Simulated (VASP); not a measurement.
# CuI (F-43m) in VASP: notebook

CuI is run at these levels: RPBE, PBE, LDA; tasks: single point.

Everything below comes from runs of VASP 6.6.1. Logs are shortened: lines on timing, memory, paths and dates and some standing lists are left out, and cuts for length are marked.

## 1. The cell of the first run

The structure is cubic, space group F-43m (No. 216). The conventional cell has a = 6.063 Å, b = 6.063 Å, c = 6.063 Å, α = 90.00°, β = 90.00°, γ = 90.00°. Within 3.5 Å of I (site symmetry -43m) lie 4 Cu at 2.63 Å. Within 3.5 Å of Cu (site symmetry -43m) lie 4 I at 2.63 Å.

## 2. Single point, RPBE

INCAR reads:

```
ALGO = Normal
EDIFF = 1E-6
ENCUT = 520
GGA = RP
ISIF = 2
ISMEAR = -1
LASPH = T
LCHARG = T
LELF = T
LREAL = F
LVHAR = T
LWAVE = F
NBANDS = 16
NELM = 80
PREC = Accurate
SIGMA = 0.05
```

KPOINTS reads:

```
k-points
0
Gamma
  8 8 8
```

POSCAR reads:

```
CuI
1.0
    0.0000000000      3.0315000000      3.0315000000
    3.0315000000      0.0000000000      3.0315000000
    3.0315000000      3.0315000000      0.0000000000
I Cu
1 1
Direct
    0.0000000000      0.0000000000      0.0000000000
    0.7500000000      0.7500000000      0.7500000000
```

Potentials or basis: VASP PAW PBE potentials, release 64 (I, Cu).

Launch:

```sh
> cat potpaw_PBE.64/I/POTCAR potpaw_PBE.64/Cu/POTCAR > POTCAR
> mpirun -np 1 vasp_std > vasp.out
```

OUTCAR:

```text
EDIFF = 1E-6
   ENCUT = 520
   GGA = RP
   ISIF = 2
   ISMEAR = -1
   LASPH = T
   LREAL = F
   NELM = 80
   PREC = Accurate

 ion  position               nearest neighbor table
   1  0.000  0.000  0.000-   2 2.63   2 2.63   2 2.63   2 2.63
   2  0.750  0.750  0.750-   1 2.63   1 2.63   1 2.63   1 2.63

  LATTYP: Found a face centered cubic cell.
 ALAT       =     6.0630000000

  Lattice vectors:

 A1 = (   0.0000000000,   3.0315000000,   3.0315000000)
 A2 = (   3.0315000000,   0.0000000000,   3.0315000000)
 A3 = (   3.0315000000,   3.0315000000,   0.0000000000)

Analysis of symmetry for initial positions (statically):
=====================================================================
 Subroutine PRICEL returns:
 Original cell was already a primitive cell.

 Routine SETGRP: Setting up the symmetry group for a
 face centered cubic supercell.

 Subroutine GETGRP returns: Found 24 space group operations
 (whereof 24 operations were pure point group operations)
 out of a pool of 48 trial point group operations.

The static configuration has the point symmetry T_d .

Analysis of symmetry for dynamics (positions and initial velocities):
=====================================================================
 Subroutine PRICEL returns:
 Original cell was already a primitive cell.

 Routine SETGRP: Setting up the symmetry group for a
 face centered cubic supercell.

 Subroutine GETGRP returns: Found 24 space group operations
 (whereof 24 operations were pure point group operations)
 out of a pool of 48 trial point group operations.

The dynamic configuration has the point symmetry T_d .

 Subroutine INISYM returns: Found 24 space group operations
 (whereof 24 operations are pure point group operations),
 and found     1 'primitive' translations

----------------------------------------------------------------------------------------

                                     Primitive cell

  volume of cell :      55.7189

  direct lattice vectors                    reciprocal lattice vectors
     0.000000000  3.031500000  3.031500000    -0.164934851  0.164934851  0.164934851
     3.031500000  0.000000000  3.031500000     0.164934851 -0.164934851  0.164934851
     3.031500000  3.031500000  0.000000000     0.164934851  0.164934851 -0.164934851

  length of vectors
     4.287188414  4.287188414  4.287188414     0.285675541  0.285675541  0.285675541

  position of ions in fractional coordinates (direct lattice)
     0.000000000  0.000000000  0.000000000
     0.750000000  0.750000000  0.750000000

  ion indices of the primitive-cell ions
   primitive index   ion index
                 1           1
                 2           2

----------------------------------------------------------------------------------------

 KPOINTS: k-points

Automatic generation of k-mesh.
 Grid dimensions read from file:
 generate k-points for:    8    8    8

 Generating k-lattice:

  Cartesian coordinates                     Fractional coordinates (reciprocal lattice)
    -0.020616856  0.020616856  0.020616856     0.125000000  0.000000000  0.000000000
     0.020616856 -0.020616856  0.020616856     0.000000000  0.125000000  0.000000000
     0.020616856  0.020616856 -0.020616856     0.000000000  0.000000000  0.125000000

  Length of vectors
     0.035709443  0.035709443  0.035709443

  Shift w.r.t. Gamma in fractional coordinates (k-lattice)
     0.000000000  0.000000000  0.000000000

 Subroutine IBZKPT returns following result:
 ===========================================

 Found     29 irreducible k-points:

 Following reciprocal coordinates:
            Coordinates               Weight
  0.000000  0.000000  0.000000      1.000000
  0.125000  0.000000  0.000000      8.000000
  0.250000  0.000000  0.000000      8.000000
  0.375000  0.000000  0.000000      8.000000
  0.500000  0.000000  0.000000      4.000000
  0.125000  0.125000  0.000000      6.000000
[... 16 lines left out ...]
  0.500000  0.250000  0.125000     48.000000
 -0.375000  0.250000  0.125000     24.000000
 [... further k-points ...]
   k-points           NKPTS =     29   k-points in BZ     NKDIM =     29   number of bands    NBANDS=     16
   number of dos      NEDOS =    301   number of ions     NIONS =      2
   total plane-waves  NPLWV =  32768
   dimension x,y,z NGX =    32 NGY =   32 NGZ =   32
   dimension x,y,z NGXF=    64 NGYF=   64 NGZF=   64
   ions per type =               1   1
   NGX,Y,Z   is equivalent  to a cutoff of  12.41, 12.41, 12.41 a.u.
   NGXF,Y,Z  is equivalent  to a cutoff of  24.82, 24.82, 24.82 a.u.
 SYSTEM =  unknown system
   PREC   = accura    normal or accurate (medium, high low for compatibility)
   ISTART =      0    job   : 0-new  1-cont  2-samecut
   ICHARG =      2    charge: 1-file 2-atom 10-const
   ISPIN  =      1    spin polarized calculation?
   LNONCOLLINEAR =      F non collinear calculations
   LSORBIT =      F    spin-orbit coupling
   LASPH  =      T    aspherical Exc in radial PAW
   ENCUT  =  520.0 eV  38.22 Ry    6.18 a.u.   7.97  7.97  7.97*2*pi/ulx,y,z
   NELM   =     80;   NELMIN=  2; NELMDL= -5     # of ELM steps
   EDIFF  = 0.1E-05   stopping-criterion for ELM
   LREAL  =      F    real-space projection
   EDIFFG = 0.1E-04   stopping-criterion for IOM
   NSW    =      0    number of steps for IOM
   IBRION =     -1    ionic relax: 0-MD 1-quasi-New 2-CG
   NFREE  =      0    steps in history (QN), initial steepest desc. (CG)
   ISIF   =      2    stress and relaxation
   ISYM   =      2    0-nonsym 1-usesym 2-fastsym
   POTIM  = 0.5000    time-step for ionic-motion
   TEBEG  =    0.0;   TEEND  =   0.0 temperature during run
   PSTRESS=    0.0 pullay stress
   NELECT =      18.0000    total number of electrons
   NUPDOWN=      -1.0000    fix difference up-down
   EMIN   =  10.00;   EMAX   =-10.00  energy-range for DOS
   EFERMI =   0.00;   METHOD = LEGACY
   ISMEAR =    -1;   SIGMA  =   0.05  broadening in eV -4-tet -1-fermi 0-gaus
   EFERMI_NEDOS =   21; number of points for ismear=-14 and -15
   IALGO  =     38    algorithm
   IMIX   =      4    mixing-type and parameters
     AMIX     =   0.40;   BMIX     =  1.00
     AMIX_MAG =   1.60;   BMIX_MAG =  1.00
  volume/ion in A,a.u.               =      27.86       188.00
  Fermi-wavevector in a.u.,A,eV,Ry     =   1.123306  2.122741 17.168055  1.261816
  Thomas-Fermi vector in A             =   2.259971
   LORBIT       =      0    0 simple, 1 ext, 2 COOP (PROOUT), +10 PAW based schemes
   GGA     = RP    functional components
   LHFCALC =     F    Hartree Fock is set to
   AEXX    =    0.0000 exact exchange contribution
   IVDW    =     0    specifies the selected vdW correction
   LEPSILON=     F    determine dielectric tensor
   LRPA    =     F    only Hartree local field effects (RPA)
 non-spin polarized calculation
  energy-cutoff  :      520.00
  volume of cell :       55.72
 maximum number of plane-waves:      1524
   NGX = 15   NGY = 15   NGZ = 15

 number of electron      18.0000014 magnetization

 Free energy of the ion-electron system (eV)
  ---------------------------------------------------
  ext. energy  EPLUGINS =         0.00000000
  ---------------------------------------------------
  free energy    TOTEN  =        -4.83690413 eV

  energy without entropy =       -4.83690409  energy(sigma->0) =       -4.83690411

 E-fermi :   5.2545     XC(G=0):  -8.7213

 val. band max:        4.5752487184   @ k =   0.0000   0.0000   0.0000
 cond. band min:       5.8520496053   @ k =   0.0000   0.0000   0.0000
 fundamental gap:      1.2768008869
 Fermi energy:         5.2544740333

 k-point     1 :       0.0000    0.0000    0.0000
  band No.  band energies     occupation
      1      -9.4339      2.00000
      2       0.9283      2.00000
      3       0.9283      2.00000
      4       0.9283      2.00000
      5       2.7532      2.00000
      6       2.7532      2.00000
[... 8 lines left out ...]
     15      14.1198      0.00000
     16      14.1198      0.00000

 k-point     2 :       0.1250    0.0000    0.0000
  band No.  band energies     occupation
      1      -9.3620      2.00000
      2       0.6367      2.00000
      3       0.9333      2.00000
      4       0.9333      2.00000
      5       2.7473      2.00000
      6       2.7473      2.00000
[... 8 lines left out ...]
     15      13.5107      0.00000
     16      13.6911      0.00000

 k-point     3 :       0.2500    0.0000    0.0000
  band No.  band energies     occupation
      1      -9.1779      2.00000
      2      -0.0561      2.00000
      3       0.9424      2.00000
      4       0.9424      2.00000
      5       2.7447      2.00000
      6       2.7447      2.00000
[... 8 lines left out ...]
     15      13.3204      0.00000
     16      13.6863      0.00000

 k-point     4 :       0.3750    0.0000    0.0000
  band No.  band energies     occupation
      1      -8.9762      2.00000
      2      -0.7250      2.00000
      3       0.9468      2.00000
      4       0.9468      2.00000
      5       2.7644      2.00000
      6       2.7644      2.00000
[... 8 lines left out ...]
     15      14.2270      0.00000
     16      14.2270      0.00000
[... 324 lines left out ...]
 k-point    22 :       0.3750    0.2500    0.1250
  band No.  band energies     occupation
      1      -9.0351      2.00000
      2      -0.2561      2.00000
      3       0.7088      2.00000
      4       0.9252      2.00000
      5       2.6857      2.00000
      6       2.7908      2.00000
[... 8 lines left out ...]
     15      14.8676      0.00000
     16      16.0144      0.00000

 k-point    23 :       0.5000    0.2500    0.1250
  band No.  band energies     occupation
      1      -8.8677      2.00000
      2      -0.5962      2.00000
      3       0.4871      2.00000
      4       0.9094      2.00000
      5       2.7085      2.00000
      6       2.7698      2.00000
[... 8 lines left out ...]
     15      15.2982      0.00000
     16      16.1431      0.00000

 k-point    24 :      -0.3750    0.2500    0.1250
  band No.  band energies     occupation
      1      -8.7943      2.00000
      2      -0.7412      2.00000
      3       0.3915      2.00000
      4       0.8957      2.00000
      5       2.6924      2.00000
      6       2.7656      2.00000
[... 8 lines left out ...]
     15      15.4272      0.00000
     16      15.9350      0.00000

 [... further k-points ...]

------------------------ aborting loop because EDIFF is reached ----------------------------------------

  FORCE on cell =-STRESS in cart. coord.  units (eV):
  Direction    XX          YY          ZZ          XY          YZ          ZX
  --------------------------------------------------------------------------------------
  -------------------------------------------------------------------------------------
  Total        0.8369462      0.8369462      0.8369462     -0.0000000     -0.0000000      0.0000000
  in kB       24.0660831     24.0660831     24.0660831     -0.0000000     -0.0000000      0.0000000
  external PRESSURE =      24.0660831 kB  Pullay stress =       0.0000000 kB

 VOLUME and BASIS-vectors are now :
 -----------------------------------------------------------------------------
  energy-cutoff  :      520.00
  volume of cell :       55.72
      direct lattice vectors                 reciprocal lattice vectors
     0.000000000  3.031500000  3.031500000    -0.164934851  0.164934851  0.164934851
     3.031500000  0.000000000  3.031500000     0.164934851 -0.164934851  0.164934851
     3.031500000  3.031500000  0.000000000     0.164934851  0.164934851 -0.164934851

 POSITION                                       TOTAL-FORCE (eV/Angst)
 -----------------------------------------------------------------------------------
      0.00000      0.00000      0.00000         0.000000      0.000000      0.000000
      4.54725      4.54725      4.54725        -0.000000     -0.000000     -0.000000
 -----------------------------------------------------------------------------------
    total drift:                               -0.000001     -0.000001     -0.000001

  FREE ENERGIE OF THE ION-ELECTRON SYSTEM (eV)
  ---------------------------------------------------
  free  energy   TOTEN  =        -4.8369041279 eV

  energy  without entropy=       -4.8369040918  energy(sigma->0) =       -4.83690411
```

Run time: 41 s. Hardware: 1 thread of Intel Xeon 8259CL, shared host; peak memory 0.18 GiB.

Results:

| Quantity | Value |
| --- | --- |
| Free energy | -4.8369 eV |
| Pressure | 2.4 GPa |
| Band gap on the k mesh | 1.28 eV |

Levels at points of the mesh, in eV from the valence-band top:
| k point | band 6 | band 7 | band 8 | band 9 | band 10 | band 11 | band 12 | band 13 |
| --- | --- | --- | --- | --- | --- | --- | --- | --- |
| (0.00, 0.00, 0.00) | -1.82 | 0.00 | 0.00 | 0.00 | 1.28 | 4.89 | 4.89 | 4.89 |
| (0.50, 0.00, 0.00) | -1.79 | -1.75 | -0.70 | -0.70 | 2.24 | 5.44 | 5.44 | 7.59 |
| (0.50, 0.50, 0.00) | -1.76 | -1.73 | -1.47 | -1.47 | 2.83 | 2.97 | 9.34 | 9.80 |

Caveat: the PAW data sets were made with another functional, which shifts forces and pressure a little; spin-orbit coupling is left out, which moves the levels of the heavy elements. As with any semilocal functional, this RPBE gap is likely too small.

## 3. Single point, PBE

INCAR reads:

```
ALGO = Normal
EDIFF = 1E-6
ENCUT = 520
GGA = PE
ISIF = 2
ISMEAR = 0
LASPH = T
LCHARG = F
LREAL = F
LWAVE = F
NBANDS = 16
NELM = 80
PREC = Accurate
SIGMA = 0.011
```

KPOINTS is that of step 2.

POSCAR is that of step 2.

Potentials or basis: VASP PAW PBE potentials, release 64 (I, Cu).

Launch:

```sh
> cat potpaw_PBE.64/I/POTCAR potpaw_PBE.64/Cu/POTCAR > POTCAR
> mpirun -np 1 vasp_std > vasp.out
```

Wall time 37 s (1 thread of Intel Xeon 8259CL, shared host); peak memory 0.18 GiB.

Results (log left out):

```
Free energy            : -5.5620 eV
Pressure               : 0.7 GPa
Band gap on the k mesh : 1.14 eV
```

Levels at points of the mesh, in eV from the valence-band top:
| k point | band 5 | band 6 | band 7 | band 8 | band 9 | band 10 | band 11 | band 12 | band 13 | band 14 |
| --- | --- | --- | --- | --- | --- | --- | --- | --- | --- | --- |
| (0.00, 0.00, 0.00) | -1.85 | -1.85 | 0.00 | 0.00 | 0.00 | 1.14 | 4.87 | 4.87 | 4.87 | 8.18 |
| (0.50, 0.00, 0.00) | -1.82 | -1.82 | -1.78 | -0.71 | -0.71 | 2.16 | 5.41 | 5.41 | 7.41 | 9.12 |
| (0.50, 0.50, 0.00) | -1.88 | -1.79 | -1.77 | -1.50 | -1.50 | 2.72 | 2.91 | 9.19 | 9.76 | 9.76 |

Caveat: spin-orbit coupling is left out, which moves the levels of the heavy elements.

## 4. Single point, LDA

INCAR reads:

```
SYSTEM = CuI
ALGO = Normal ; EDIFF = 1E-6
ENCUT = 520 ; ISIF = 2
ISMEAR = -1 ; LASPH = .TRUE.
LCHARG = .FALSE. ; LREAL = .FALSE.
LWAVE = .FALSE. ; NBANDS = 16
NELM = 80 ; PREC = Accurate
SIGMA = 0.05
```

KPOINTS reads:

```
k-points
0
G
  8 8 8
  0 0 0
```

POSCAR is that of step 3.

Potentials or basis: VASP PAW LDA potentials, release 64 (I, Cu).

Launch:

```sh
> cat potpaw_LDA.64/I/POTCAR potpaw_LDA.64/Cu/POTCAR > POTCAR
> mpirun -np 1 vasp_std > vasp.out
```

Wall time 37 s (1 thread of Intel Xeon 8259CL, shared host); peak memory 0.17 GiB.

Results (log left out):

```
Free energy            : -6.9185 eV
Pressure               : -4.3 GPa
Band gap on the k mesh : 1.00 eV
```

Levels at points of the mesh, in eV from the valence-band top:
| k point | band 5 | band 6 | band 7 | band 8 | band 9 | band 10 | band 11 | band 12 | band 13 | band 14 |
| --- | --- | --- | --- | --- | --- | --- | --- | --- | --- | --- |
| (0.00, 0.00, 0.00) | -1.92 | -1.92 | 0.00 | 0.00 | 0.00 | 1.00 | 4.87 | 4.87 | 4.87 | 7.98 |
| (0.50, 0.00, 0.00) | -1.89 | -1.89 | -1.85 | -0.72 | -0.72 | 2.07 | 5.40 | 5.40 | 7.25 | 8.96 |
| (0.50, 0.50, 0.00) | -1.94 | -1.86 | -1.83 | -1.55 | -1.55 | 2.62 | 2.85 | 9.04 | 9.70 | 9.70 |

Caveat: the cell stands under tension; spin-orbit coupling is left out, which moves the levels of the heavy elements. A hybrid or GW would open this gap; LDA tends to underestimate it.

(Part 1 of 2 ends here.)
